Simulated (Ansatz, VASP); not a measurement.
**Pd in VASP and in Ansatz**

INCAR

```
PREC = Accurate
ENCUT = 520
EDIFF = 1E-7
ISMEAR = -1
SIGMA = 0.05
LREAL = F
LASPH = T
NELM = 150
ALGO = Normal
ISIF = 2
LWAVE = F
LCHARG = F
ISPIN = 2
MAGMOM = 0.5
LORBIT = 11
LMAXMIX = 4
GGA = RE
NBANDS = 15
```

KPOINTS

```
Automatic mesh
0
Gamma
  13 13 13
```

Contents of POSCAR:

```
Pd
1.0
    2.6701855611      0.0000000000      0.0000000000
    0.0000000000      2.6701855611      0.0000000000
    0.0000000000      0.0000000000      2.6701855611
Pd
1
Direct
    0.0000000000      0.0000000000      0.0000000000
```

Input for Ansatz:

```yaml
crystal:
  lattice:
    - [2.6701855611, 0.0, 0.0]
    - [0.0, 2.6701855611, 0.0]
    - [0.0, 0.0, 2.6701855611]
  atoms:
    - { symbol: Pd, position: [0.0, 0.0, 0.0], spin: 0.5 }
hamiltonian:
  xc: revpbe
  pseudopotentials:
    kind: paw
    azcp:
      Pd: "pseudopotentials/Pd.paw.azcp"
basis:
  ecutwfc: 420
  fft_grid_basis: typed
kpoints:
  mp_grid: { grid: [13, 13, 13], shift: [0, 0, 0] }
magnetization:
  spin_polarized: true
scf:
  occupations: { method: fermi_dirac, width: 0.05 }
  lower_state_search: "off"
output:
  stress: true
```

Alike in both runs: task single point; functional revPBE; k mesh 13 × 13 × 13; occupations fermi-dirac, width 0.05 eV; collinear spin.

|  | VASP | Ansatz |
| --- | --- | --- |
| version | VASP 6.6.1 | Ansatz 0.2.0 |
| potentials or method | VASP PAW PBE potentials, release 64 (Pd), cutoff 520 eV | plane waves (420 eV) with PAW, scalar-relativistic |
| valence electrons in the cell | 10 | 18 |

Ansatz gave:

| Item | Value |
| --- | --- |
| pressure (GPa) | -4.0 |
| net moment per atom (μB) | 0.00 |

What did VASP give for the same quantities?

Pressure (GPa): -4.2; net moment per atom (μB): 0.00.

VASP's potentials were made for PBE, not for revPBE. VASP's potentials hold 10 valence electrons a cell and Ansatz's 18, so a difference there can come from the potentials and not from the codes. Ansatz's warnings: seeded moment not kept.
